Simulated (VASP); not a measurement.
InAs, 2 atoms in the cell. The structure is cubic, space group F-43m (No. 216). Conventional cell: a = 5.926 Å, b = 5.926 Å, c = 5.926 Å, α = 90.00°, β = 90.00°, γ = 90.00°. Within 3.4 Å of In (site symmetry -43m) lie 4 As at 2.57 Å. As (site symmetry -43m) has 4 In at 2.57 Å within 3.4 Å. 

```yaml
Program: VASP 6.6.1
Task: electric field gradients
Functional: PBE
Potentials_or_basis: VASP PAW PBE potentials, release 64 (In_d, As)
Cutoff: 520 eV
k_mesh: 10 × 10 × 10
Occupations: fermi-dirac, width 0.08 eV
Spin: no spin polarisation
Dipole_correction: no
Further_INCAR_settings: ALGO = Normal; EDIFF = 1e-08; NBANDS = 16
```

Potentials or basis: VASP PAW PBE potentials, release 64 (In_d, As).

Run with:

```console
$ cat potpaw_PBE.64/In_d/POTCAR potpaw_PBE.64/As/POTCAR > POTCAR
$ mpirun -np 1 vasp_std > vasp.out
```

Hardware: 1 thread of AMD EPYC 9R45 96-Core Processor (Zen 5), on a shared host.

Question: How long does it take, and how much memory?

Answer: It took 23 s on 1 thread of AMD EPYC 9R45 96-Core Processor (Zen 5), with other jobs on the host, peak memory 0.17 GiB. Counts: scf iterations 17, k points 47.
